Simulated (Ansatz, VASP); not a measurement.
## Bi2Se3 in VASP and in Ansatz

File INCAR:

```
SYSTEM = Bi2Se3
PREC = Accurate ; ENCUT = 600
EDIFF = 1E-7 ; ISMEAR = -1
SIGMA = 0.05 ; LREAL = .False.
LASPH = .True. ; NELM = 100
ALGO = Normal ; ISIF = 3
LWAVE = .False. ; LCHARG = .False.
GGA = PE ; IVDW = 12
IBRION = 2 ; NSW = 60
EDIFFG = -0.01 ; LUSENCCL = .False.
```

File KPOINTS:

```
regular mesh
0
Gamma
  8 8 8
  0 0 0
```

Contents of POSCAR:

```
Bi2Se3
1.0
    2.0715000000      1.1959810826      9.5453333333
   -2.0715000000      1.1959810826      9.5453333333
    0.0000000000     -2.3919621653      9.5453333333
Bi Se
2 3
Direct
    0.5992000000      0.5992000000      0.5992000000
    0.4008000000      0.4008000000      0.4008000000
    0.7883000000      0.7883000000      0.7883000000
    0.2117000000      0.2117000000      0.2117000000
    0.0000000000      0.0000000000      0.0000000000
```

The input input.yaml:

```yaml
crystal:
  lattice:
    - [2.0715, 1.1959810826, 9.5453333333]
    - [-2.0715, 1.1959810826, 9.5453333333]
    - [0.0, -2.3919621653, 9.5453333333]
  atoms:
    - { symbol: Bi, position: [0.5992, 0.5992, 0.5992] }
    - { symbol: Bi, position: [0.4008, 0.4008, 0.4008] }
    - { symbol: Se, position: [0.7883, 0.7883, 0.7883] }
    - { symbol: Se, position: [0.2117, 0.2117, 0.2117] }
    - { symbol: Se, position: [0.0, 0.0, 0.0] }
hamiltonian:
  xc: pbe
  pseudopotentials: { kind: paw }
  dispersion: d3bj
kpoints:
  mp_grid: { grid: [8, 8, 8] }
scf:
  occupations: { method: fermi_dirac, width: 0.05 }
output:
  forces: true
  stress: true
  eigenvalues: true
relax:
  f_tol: 0.01
  max_steps: 40
  cell: { stress_tol: 0.05 }
```

Alike in both runs: task relaxation of cell and atoms; functional PBE; dispersion D3(BJ); k mesh 8 × 8 × 8; occupations fermi-dirac, width 0.05 eV; no spin polarisation.

```csv
,VASP,Ansatz
version,VASP 6.6.1,Ansatz 0.2.0
potentials or method,"VASP PAW PBE potentials, release 64 (Bi_d, Se)",Ansatz PAW
plane-wave cutoff (eV),600,420
valence electrons in the cell,48,78
```

|  | VASP | Ansatz | Ansatz less VASP |
| --- | --- | --- | --- |
| gap on the k mesh at the Fermi level, each at its own relaxed structure (eV) | 0.16 | 0.16 | +0.005 |
| relaxed volume (Å³/atom) | 28.21 | 28.20 | -0.014 |
| relaxed cell length with the largest relative difference (Å) | 9.773 | 9.778 | +0.0043 |

VASP's potentials hold 48 valence electrons a cell and Ansatz's 78, so a difference there can come from the potentials and not from the codes.

Spin-orbit coupling is off throughout. Noted on Ansatz's run: the plane-wave basis is chosen anew once the cell has moved, so the energies of steps on either side of that aren't comparable.
